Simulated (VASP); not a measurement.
# W (Pm-3m) in VASP: further runs

W is run at these levels: PBEsol; tasks: single point, relaxation of cell and atoms.

All numbers are computed with VASP 6.6.1; they aren't measurements. Logs are shortened: lines on timing, memory, paths and dates and some standing lists are left out, and cuts for length are marked.

### Step 1. The cell of the first run

Symmetry: Pm-3m, No. 221, cubic system. Conventional cell: a = 2.520 Å, b = 2.520 Å, c = 2.520 Å, α = 90.00°, β = 90.00°, γ = 90.00°. Within 3.3 Å of W (site symmetry m-3m) lie 6 W at 2.52 Å.

### Step 2. Single point, PBEsol

File INCAR:

```
PREC = Accurate
ENCUT = 520
EDIFF = 1E-7
ISMEAR = -1
SIGMA = 0.1
LREAL = F
LASPH = T
NELM = 60
ALGO = Normal
ISIF = 2
LWAVE = F
LCHARG = F
GGA = PS
NBANDS = 13
```

File KPOINTS:

```
Automatic mesh
0
Gamma
  15 15 15
```

File POSCAR:

```
W
1.0
    2.5196400121      0.0000000000      0.0000000000
    0.0000000000      2.5196400121      0.0000000000
    0.0000000000      0.0000000000      2.5196400121
W
1
Direct
    0.0000000000      0.0000000000      0.0000000000
```

Potentials or basis: VASP PAW PBE potentials, release 64 (W_sv).

Launch:

```
$ cat potpaw_PBE.64/W_sv/POTCAR > POTCAR
$ mpirun -np 1 vasp_std > vasp.out
```

OUTCAR:

```text
PREC = Accurate
   ENCUT = 520
   EDIFF = 1E-7
   ISMEAR = -1
   LREAL = F
   LASPH = T
   NELM = 60
   ISIF = 2
   GGA = PS

 ion  position               nearest neighbor table
   1  0.000  0.000  0.000-

  LATTYP: Found a simple cubic cell.
 ALAT       =     2.5196400121

  Lattice vectors:

 A1 = (   2.5196400121,   0.0000000000,   0.0000000000)
 A2 = (   0.0000000000,   2.5196400121,   0.0000000000)
 A3 = (   0.0000000000,   0.0000000000,   2.5196400121)

Analysis of symmetry for initial positions (statically):
=====================================================================
 Subroutine PRICEL returns:
 Original cell was already a primitive cell.

 Routine SETGRP: Setting up the symmetry group for a
 simple cubic supercell.

 Subroutine GETGRP returns: Found 48 space group operations
 (whereof 48 operations were pure point group operations)
 out of a pool of 48 trial point group operations.

The static configuration has the point symmetry O_h .

Analysis of symmetry for dynamics (positions and initial velocities):
=====================================================================
 Subroutine PRICEL returns:
 Original cell was already a primitive cell.

 Routine SETGRP: Setting up the symmetry group for a
 simple cubic supercell.

 Subroutine GETGRP returns: Found 48 space group operations
 (whereof 48 operations were pure point group operations)
 out of a pool of 48 trial point group operations.

The dynamic configuration has the point symmetry O_h .

 Subroutine INISYM returns: Found 48 space group operations
 (whereof 48 operations are pure point group operations),
 and found     1 'primitive' translations

----------------------------------------------------------------------------------------

                                     Primitive cell

  volume of cell :      15.9962

  direct lattice vectors                    reciprocal lattice vectors
     2.519640012  0.000000000  0.000000000     0.396882092  0.000000000  0.000000000
     0.000000000  2.519640012  0.000000000     0.000000000  0.396882092  0.000000000
     0.000000000  0.000000000  2.519640012     0.000000000  0.000000000  0.396882092

  length of vectors
     2.519640012  2.519640012  2.519640012     0.396882092  0.396882092  0.396882092

  position of ions in fractional coordinates (direct lattice)
     0.000000000  0.000000000  0.000000000

  ion indices of the primitive-cell ions
   primitive index   ion index
                 1           1

----------------------------------------------------------------------------------------

 KPOINTS: Automatic mesh

Automatic generation of k-mesh.
 Grid dimensions read from file:
 generate k-points for:   15   15   15

 Generating k-lattice:

  Cartesian coordinates                     Fractional coordinates (reciprocal lattice)
     0.026458806  0.000000000  0.000000000     0.066666667  0.000000000  0.000000000
     0.000000000  0.026458806  0.000000000     0.000000000  0.066666667  0.000000000
     0.000000000  0.000000000  0.026458806     0.000000000  0.000000000  0.066666667

  Length of vectors
     0.026458806  0.026458806  0.026458806

  Shift w.r.t. Gamma in fractional coordinates (k-lattice)
     0.000000000  0.000000000  0.000000000

 Subroutine IBZKPT returns following result:
 ===========================================

 Found    120 irreducible k-points:

 Following reciprocal coordinates:
            Coordinates               Weight
  0.000000  0.000000  0.000000      1.000000
  0.066667  0.000000  0.000000      6.000000
  0.133333  0.000000  0.000000      6.000000
  0.200000  0.000000  0.000000      6.000000
  0.266667  0.000000  0.000000      6.000000
  0.333333  0.000000  0.000000      6.000000
[... 16 lines left out ...]
  0.266667  0.200000  0.000000     24.000000
  0.333333  0.200000  0.000000     24.000000
 [... further k-points ...]
   k-points           NKPTS =    120   k-points in BZ     NKDIM =    120   number of bands    NBANDS=     13
   number of dos      NEDOS =    301   number of ions     NIONS =      1
   total plane-waves  NPLWV =   8000
   dimension x,y,z NGX =    20 NGY =   20 NGZ =   20
   dimension x,y,z NGXF=    40 NGYF=   40 NGZF=   40
   ions per type =               1
   NGX,Y,Z   is equivalent  to a cutoff of  13.20, 13.20, 13.20 a.u.
   NGXF,Y,Z  is equivalent  to a cutoff of  26.39, 26.39, 26.39 a.u.
 SYSTEM =  unknown system
   PREC   = accura    normal or accurate (medium, high low for compatibility)
   ISTART =      0    job   : 0-new  1-cont  2-samecut
   ICHARG =      2    charge: 1-file 2-atom 10-const
   ISPIN  =      1    spin polarized calculation?
   LNONCOLLINEAR =      F non collinear calculations
   LSORBIT =      F    spin-orbit coupling
   LASPH  =      T    aspherical Exc in radial PAW
   ENCUT  =  520.0 eV  38.22 Ry    6.18 a.u.   4.68  4.68  4.68*2*pi/ulx,y,z
   NELM   =     60;   NELMIN=  2; NELMDL= -5     # of ELM steps
   EDIFF  = 0.1E-06   stopping-criterion for ELM
   LREAL  =      F    real-space projection
   EDIFFG = 0.1E-05   stopping-criterion for IOM
   NSW    =      0    number of steps for IOM
   IBRION =     -1    ionic relax: 0-MD 1-quasi-New 2-CG
   NFREE  =      0    steps in history (QN), initial steepest desc. (CG)
   ISIF   =      2    stress and relaxation
   ISYM   =      2    0-nonsym 1-usesym 2-fastsym
   POTIM  = 0.5000    time-step for ionic-motion
   TEBEG  =    0.0;   TEEND  =   0.0 temperature during run
   PSTRESS=    0.0 pullay stress
   NELECT =      14.0000    total number of electrons
   NUPDOWN=      -1.0000    fix difference up-down
   EMIN   =  10.00;   EMAX   =-10.00  energy-range for DOS
   EFERMI =   0.00;   METHOD = LEGACY
   ISMEAR =    -1;   SIGMA  =   0.10  broadening in eV -4-tet -1-fermi 0-gaus
   EFERMI_NEDOS =   21; number of points for ismear=-14 and -15
   IALGO  =     38    algorithm
   IMIX   =      4    mixing-type and parameters
     AMIX     =   0.40;   BMIX     =  1.00
     AMIX_MAG =   1.60;   BMIX_MAG =  1.00
  volume/ion in A,a.u.               =      16.00       107.95
  Fermi-wavevector in a.u.,A,eV,Ry     =   1.565954  2.959224 33.364371  2.452212
  Thomas-Fermi vector in A             =   2.668354
   LORBIT       =      0    0 simple, 1 ext, 2 COOP (PROOUT), +10 PAW based schemes
   GGA     = PS    functional components
   LHFCALC =     F    Hartree Fock is set to
   AEXX    =    0.0000 exact exchange contribution
   IVDW    =     0    specifies the selected vdW correction
   LEPSILON=     F    determine dielectric tensor
   LRPA    =     F    only Hartree local field effects (RPA)
 non-spin polarized calculation
  energy-cutoff  :      520.00
  volume of cell :       16.00
 maximum number of plane-waves:       449
 NGX is ok and might be reduce to    20
   NGX =  9   NGY =  9   NGZ =  9

 number of electron      13.9999995 magnetization

 Free energy of the ion-electron system (eV)
  ---------------------------------------------------
  ext. energy  EPLUGINS =         0.00000000
  ---------------------------------------------------
  free energy    TOTEN  =       -12.13952512 eV

  energy without entropy =      -12.10183694  energy(sigma->0) =      -12.12068103

 E-fermi :  10.9552     XC(G=0): -13.5655

 val. band max:       10.9404886791   @ k =   0.4000   0.2667   0.2000
 cond. band min:      11.0011404129   @ k =   0.4000   0.1333   0.1333
 fundamental gap:      0.0606517338
 Fermi energy:        10.9551793474

 k-point     1 :       0.0000    0.0000    0.0000
  band No.  band energies     occupation
      1     -62.9655      2.00000
      2     -26.3365      2.00000
      3     -26.3365      2.00000
      4     -26.3365      2.00000
      5       1.7502      2.00000
      6       5.9291      2.00000
      7       5.9291      2.00000
      8      16.6680      0.00000
      9      16.6680      0.00000
     10      16.6680      0.00000
     11      26.8968      0.00000
     12      26.8968      0.00000
     13      26.8968      0.00000

 k-point     2 :       0.0667    0.0000    0.0000
  band No.  band energies     occupation
      1     -62.9584      2.00000
      2     -26.4282      2.00000
      3     -26.3289      2.00000
      4     -26.3289      2.00000
      5       1.9189      2.00000
      6       5.9732      2.00000
      7       6.1223      2.00000
      8      16.3546      0.00000
      9      16.3546      0.00000
     10      16.6890      0.00000
     11      26.0547      0.00000
     12      27.2810      0.00000
     13      27.2810      0.00000

 k-point     3 :       0.1333    0.0000    0.0000
  band No.  band energies     occupation
      1     -62.9382      2.00000
      2     -26.6820      2.00000
      3     -26.3073      2.00000
      4     -26.3073      2.00000
      5       2.3798      2.00000
      6       6.1004      2.00000
      7       6.6990      2.00000
      8      15.5717      0.00000
      9      15.5717      0.00000
     10      16.7492      0.00000
     11      24.3638      0.00000
     12      28.2589      0.00000
     13      28.2589      0.00000
[... 305 lines left out ...]
 k-point    23 :       0.2667    0.2000    0.0000
  band No.  band energies     occupation
      1     -62.8176      2.00000
      2     -27.3602      2.00000
      3     -26.9219      2.00000
      4     -26.1789      2.00000
      5       4.8997      2.00000
      6       7.5556      2.00000
      7       9.3630      2.00000
      8      11.9811      0.00007
      9      13.8948      0.00000
     10      15.1010      0.00000
     11      23.2400      0.00000
     12      25.8916      0.00000
     13      29.9855      0.00000

 k-point    24 :       0.3333    0.2000    0.0000
  band No.  band energies     occupation
      1     -62.7849      2.00000
      2     -27.7168      2.00000
      3     -26.8796      2.00000
      4     -26.1439      2.00000
      5       5.5230      2.00000
      6       7.6474      2.00000
      7       9.5111      2.00000
      8      12.5950      0.00000
      9      13.1645      0.00000
     10      15.2174      0.00000
     11      22.1748      0.00000
     12      26.8206      0.00000
     13      29.0578      0.00000

 [... further k-points ...]
[... 5 lines left out ...]
  --------------------------------------------------------------------------------------
  -------------------------------------------------------------------------------------
  Total        3.2503139      3.2503139      3.2503139      0.0000000      0.0000000     -0.0000000
  in kB      325.5520195    325.5520195    325.5520195      0.0000000      0.0000000     -0.0000000
  external PRESSURE =     325.5520195 kB  Pullay stress =       0.0000000 kB

 VOLUME and BASIS-vectors are now :
 -----------------------------------------------------------------------------
  energy-cutoff  :      520.00
  volume of cell :       16.00
      direct lattice vectors                 reciprocal lattice vectors
     2.519640012  0.000000000  0.000000000     0.396882092  0.000000000  0.000000000
     0.000000000  2.519640012  0.000000000     0.000000000  0.396882092  0.000000000
     0.000000000  0.000000000  2.519640012     0.000000000  0.000000000  0.396882092

 POSITION                                       TOTAL-FORCE (eV/Angst)
 -----------------------------------------------------------------------------------
      0.00000      0.00000      0.00000         0.000000      0.000000      0.000000
 -----------------------------------------------------------------------------------
    total drift:                               -0.000000      0.000000     -0.000000

  FREE ENERGIE OF THE ION-ELECTRON SYSTEM (eV)
  ---------------------------------------------------
  free  energy   TOTEN  =       -12.1395251151 eV

  energy  without entropy=      -12.1018369415  energy(sigma->0) =      -12.12068103
```

Wall time 20 s (1 thread of AMD EPYC 7R43 (Zen 3), shared host); peak memory 0.11 GiB.

Results:

```
Free energy            : -12.1395 eV
Pressure               : 32.6 GPa
Band gap on the k mesh : zero (band 7 reaches 13.10 eV, above the bottom of band 8 at 9.95 eV)
```

Levels at points of the mesh, in eV from the Fermi level:
```csv
k point,band 3,band 4,band 5,band 6,band 7,band 8,band 9,band 10,band 11,band 12
"(0.00, 0.00, 0.00)",-37.29,-37.29,-9.20,-5.03,-5.03,5.71,5.71,5.71,15.94,15.94
```

Caveat: the PAW data sets were made with another functional, which shifts forces and pressure a little; spin-orbit coupling is left out, which moves the levels of the heavy elements.

### Step 3. Single point, PBEsol

File INCAR:

```
ALGO     = Normal         # electronic algorithm
EDIFF    = 1E-7           # SCF threshold, eV
ENCUT    = 520            # plane-wave cutoff, eV
GGA      = PS             # functional
ISIF     = 2              # what is computed and relaxed
ISMEAR   = -1             # smearing method
LASPH    = T              # aspherical terms in the spheres
LCHARG   = T              # write CHGCAR
LELF     = T              # ELF
LREAL    = F              # projectors in reciprocal space
LVHAR    = T            
LWAVE    = F              # write WAVECAR
NBANDS   = 13             # bands
NELM     = 100            # most SCF steps
PREC     = Accurate       # precision mode
SIGMA    = 0.1            # smearing width, eV
```

File KPOINTS:

```
k-points
0
Gamma
  15 15 15
```

File POSCAR:

```
W
1.0
    2.5192797554      0.0000000000      0.0000000000
    0.0000000000      2.5192797554      0.0000000000
    0.0000000000      0.0000000000      2.5192797554
W
1
Direct
    0.0000000000      0.0000000000      0.0000000000
```

Potentials or basis: VASP PAW PBE potentials, release 64 (W_sv).

Launch:

```
$ cat potpaw_PBE.64/W_sv/POTCAR > POTCAR
$ mpirun -np 1 vasp_std > vasp.out
```

Wall time 21 s (1 thread of AMD EPYC 7R43 (Zen 3), shared host); peak memory 0.11 GiB.

Results (log left out):

```yaml
Free_energy: -12.1381 eV
Pressure: 32.7 GPa
Band_gap_on_the_k_mesh: zero (band 7 reaches 13.11 eV, above the bottom of band 8 at 9.96 eV)
```

Levels at points of the mesh, in eV from the Fermi level:
| k point | band 4 | band 5 | band 6 | band 7 | band 8 | band 9 | band 10 | band 11 |
| --- | --- | --- | --- | --- | --- | --- | --- | --- |
| (0.00, 0.00, 0.00) | -37.29 | -9.21 | -5.03 | -5.03 | 5.72 | 5.72 | 5.72 | 15.95 |

Caveat: the PAW data sets were made with another functional, which shifts forces and pressure a little; spin-orbit coupling is left out, which moves the levels of the heavy elements.

### Step 4. Relaxation of cell and atoms, PBEsol, target pressure 31 GPa, at which the enthalpy is minimised

This run uses another cell than the first one, of 15.64 Å³/atom, 0.978 times its volume.

File INCAR:

```
SYSTEM = W
PREC     = Accurate       ! precision mode
ENCUT    = 600            ! plane-wave cutoff, eV
EDIFF    = 1E-7           ! SCF threshold, eV
ISMEAR   = -1             ! smearing method
SIGMA    = 0.1            ! smearing width, eV
LREAL    = .FALSE.        ! projectors in reciprocal space
LASPH    = .TRUE.         ! aspherical terms in the spheres
NELM     = 80             ! most SCF steps
ALGO     = Normal         ! electronic algorithm
ISIF     = 3              ! what is computed and relaxed
LWAVE    = .FALSE.        ! write WAVECAR
LCHARG   = .FALSE.        ! write CHGCAR
GGA      = PS             ! functional
IBRION   = 2              ! ionic algorithm
NSW      = 60             ! ionic steps
EDIFFG   = -0.005         ! ionic threshold
PSTRESS  = 310.0
```

File KPOINTS:

```
Automatic mesh
0
G
  15 15 15
  0 0 0
```

File POSCAR:

```
W
1.0
    2.5009645704      0.0000000000      0.0000000000
    0.0000000000      2.5009645704      0.0000000000
    0.0000000000      0.0000000000      2.5009645704
W
1
Direct
    0.0000000000      0.0000000000      0.0000000000
```

Launch:

```
$ cat potpaw_PBE.64/W_sv/POTCAR > POTCAR
$ mpirun -np 1 vasp_std > vasp.out
```

Wall time 52 s (1 thread of AMD EPYC 7R43 (Zen 3), shared host); peak memory 0.12 GiB.

It converged, with:

| Item | Value |
| --- | --- |
| Free energy | -12.1542 eV |
| Relaxed volume | 16.07 Å³/atom |
| Relaxed cell | a = 2.524 Å, b = 2.524 Å, c = 2.524 Å, α = 90.00°, β = 90.00°, γ = 90.00° |
| Space group after relaxing (to 0.05 Å) | Pm-3m (No. 221) |
| Energy change on relaxing (the enthalpy is what falls) | -95.5 meV/atom |
| Ionic steps | 4 |
| Pressure after relaxing | 31.0 GPa |
| Band gap on the k mesh | zero (band 7 reaches 13.03 eV, above the bottom of band 8 at 9.89 eV) |

The path:
```csv
step,energy change (eV),largest force (eV/Å),pressure (GPa),volume (Å³)
1,0.0000,0.0000,40.85,15.64
2,-0.2570,0.0000,-0.35,17.92
3,-0.0996,0.0000,30.52,16.09
4,-0.0955,0.0000,30.98,16.07
```

Final structure:
```
CELL_PARAMETERS angstrom
2.52352 0.00000 0.00000
0.00000 2.52352 0.00000
0.00000 0.00000 2.52352
ATOMIC_POSITIONS crystal
W 0.00000 0.00000 0.00000
```

Levels at points of the mesh, in eV from the Fermi level:
```csv
k point,band 5,band 6,band 7,band 8,band 9,band 10
"(0.00, 0.00, 0.00)",-9.18,-4.99,-4.99,5.68,5.68,5.68
```

Caveat: the cell is relaxed towards a set pressure, so the enthalpy falls and the energy may rise; the PAW data sets were made with another functional, which shifts forces and pressure a little; spin-orbit coupling is left out, which moves the levels of the heavy elements.

### Step 5. Relaxation of cell and atoms, PBEsol, target pressure 31 GPa, at which the enthalpy is minimised

File INCAR:

```
SYSTEM = W
ALGO     = Normal         ! electronic algorithm
EDIFF    = 1E-6           ! SCF threshold, eV
EDIFFG   = -0.005         ! ionic threshold
ENCUT    = 600            ! plane-wave cutoff, eV
GGA      = PS             ! functional
IBRION   = 2              ! ionic algorithm
ISIF     = 3              ! what is computed and relaxed
ISMEAR   = -1             ! smearing method
LASPH    = .TRUE.         ! aspherical terms in the spheres
LCHARG   = .FALSE.        ! write CHGCAR
LREAL    = .FALSE.        ! projectors in reciprocal space
LWAVE    = .FALSE.        ! write WAVECAR
NELM     = 100            ! most SCF steps
NSW      = 32             ! ionic steps
PREC     = Accurate       ! precision mode
PSTRESS  = 310.0        
SIGMA    = 0.1            ! smearing width, eV
```

File KPOINTS:

```
k-points
0
G
  15 15 15
  0 0 0
```

File POSCAR:

```
W
1.0
    2.5196400121      0.0000000000      0.0000000000
    0.0000000000      2.5196400121      0.0000000000
    0.0000000000      0.0000000000      2.5196400121
W
1
Direct
    0.0000000000      0.0000000000      0.0000000000
```

Launch:

```
$ cat potpaw_PBE.64/W_sv/POTCAR > POTCAR
$ mpirun -np 1 vasp_std > vasp.out
```

Run time: 37 s. Hardware: 1 thread of AMD EPYC 7R43 (Zen 3), shared host; peak memory 0.11 GiB.

Results (log left out):

* Free energy: -12.1542 eV
* Relaxed volume: 16.07 Å³/atom
* Relaxed cell: a = 2.524 Å, b = 2.524 Å, c = 2.524 Å, α = 90.00°, β = 90.00°, γ = 90.00°
* Space group after relaxing (to 0.05 Å): Pm-3m (No. 221)
* Energy change on relaxing (the enthalpy is what falls): -14.6 meV/atom
* Ionic steps: 3
* Pressure after relaxing: 31.0 GPa
* Band gap on the k mesh: zero (band 7 reaches 13.03 eV, above the bottom of band 8 at 9.89 eV)

Step by step:
```tsv
step	energy change (eV)	largest force (eV/Å)	pressure (GPa)	volume (Å³)
1	0.0000	0.0000	32.61	16.00
2	-0.0669	0.0000	24.75	16.37
3	-0.0146	0.0000	30.98	16.07
```

Final structure:
```
CELL_PARAMETERS angstrom
2.52350 0.00000 0.00000
0.00000 2.52350 0.00000
0.00000 0.00000 2.52350
ATOMIC_POSITIONS crystal
W 0.00000 0.00000 0.00000
```

Levels at points of the mesh, in eV from the Fermi level:
| k point | band 3 | band 4 | band 5 | band 6 | band 7 | band 8 | band 9 | band 10 | band 11 |
| --- | --- | --- | --- | --- | --- | --- | --- | --- | --- |
| (0.00, 0.00, 0.00) | -37.30 | -37.30 | -9.18 | -5.00 | -5.00 | 5.68 | 5.68 | 5.68 | 15.90 |

Caveat: the cell is relaxed towards a set pressure, so the enthalpy falls and the energy may rise; the PAW data sets were made with another functional, which shifts forces and pressure a little; spin-orbit coupling is left out, which moves the levels of the heavy elements.

### Step 6. Overview

```tsv
task	cell	cutoff (eV)	gap on the mesh (eV)	pressure (GPa)
single point	a = 2.520 Å, 1 atom	520	none	32.6
single point	a = 2.519 Å, 1 atom	520	none	32.7
relaxation of cell and atoms	relaxed to 31 GPa from a = 2.501 Å, 1 atom	600	none	31.0
relaxation of cell and atoms	relaxed to 31 GPa from a = 2.520 Å, 1 atom	600	none	31.0
```

Alike in all rows: level PBEsol; potentials or basis VASP PAW PBE potentials, release 64 (W_sv); no spin polarisation; k mesh 15 × 15 × 15; smearing fermi-dirac 0.1 eV.

Caveats: the PAW data sets were made with another functional, which shifts forces and pressure a little; spin-orbit coupling is left out, which moves the levels of the heavy elements; the cell is relaxed towards a set pressure, so the enthalpy falls and the energy may rise (some runs).

Total energies depend on the potentials used, so only differences within one code and one set of settings carry meaning.
